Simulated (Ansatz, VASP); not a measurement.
# Ca2P in VASP and in Ansatz

```
CELL_PARAMETERS angstrom
0.00000 3.42146 3.42146
3.42146 0.00000 3.42146
3.42146 3.42146 0.00000
ATOMIC_POSITIONS crystal
Ca 0.25000 0.25000 0.25000
Ca 0.75000 0.75000 0.75000
P 0.50000 0.50000 0.50000
```

Alike in both runs: functional PBE; k mesh 4 × 4 × 4; occupations gaussian, width 0.1 eV; no spin polarisation.

Ansatz relaxed the structure, and its values are those at the end. VASP's run is a single point on that final structure, the one shown.

|  | VASP | Ansatz |
| --- | --- | --- |
| version | VASP 6.6.1 | Ansatz 0.2.0 |
| potentials or method | VASP PAW PBE potentials, release 64 (Ca_sv, P), cutoff 520 eV | scalar-relativistic, plane waves, PAW |
| valence electrons in the cell | 25 | 25 |

|  | VASP | Ansatz | Ansatz less VASP |
| --- | --- | --- | --- |
| gap on the k mesh at the Fermi level (eV) | none | none | - |
| pressure (GPa) | 0.0 | -0.2 | -0.12 |

A gap of «none» marks a metal or a gap that the smearing closes. With one functional, cell and mesh, what is left measures potentials, basis and numerics.

The k mesh is coarse, so the values compare programs but aren't converged.
